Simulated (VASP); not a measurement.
BAs:

```
B As
1.0
     0.00000    2.40441    2.40441
     2.40441    0.00000    2.40441
     2.40441    2.40441    0.00000
B As
1 1
Direct
  0.00000 0.00000 0.00000
  0.25000 0.25000 0.25000
```

```yaml
Program: VASP 6.6.1
Task: relaxation of cell and atoms
Functional: PBE
Dispersion: D3(BJ)
Potentials_or_basis: VASP PAW PBE potentials, release 64 (B, As)
Cutoff: 600 eV
k_mesh: 10 × 10 × 10
Occupations: gaussian, width 0.02 eV
Spin: no spin polarisation
```

At the start: pressure -3.1 GPa; volume 13.90 Å³/atom.

Question: Where does the relaxation end?

Answer: Over 3 steps the energy falls by 3.1 meV/atom and the volume is 13.58 Å³/atom (-2.3 %); space group F-43m (No. 216, to 0.05 Å).

The path:
```csv
step,energy change (eV),largest force (eV/Å),pressure (GPa),volume (Å³)
1,0.0000,0.0000,-3.09,27.80
2,-0.0033,0.0000,2.30,26.74
3,-0.0063,0.0000,0.01,27.16
```

Final structure:
```cif
data_structure
_symmetry_space_group_name_H-M 'P 1'
_symmetry_Int_Tables_number 1
_cell_length_a 3.3741
_cell_length_b 3.3741
_cell_length_c 3.3741
_cell_angle_alpha 60.000
_cell_angle_beta 60.000
_cell_angle_gamma 60.000
_cell_volume 27.16
loop_
_atom_site_label
_atom_site_type_symbol
_atom_site_fract_x
_atom_site_fract_y
_atom_site_fract_z
_atom_site_occupancy
B1 B 0.00000 0.00000 0.00000 1
As1 As 0.25000 0.25000 0.25000 1
```
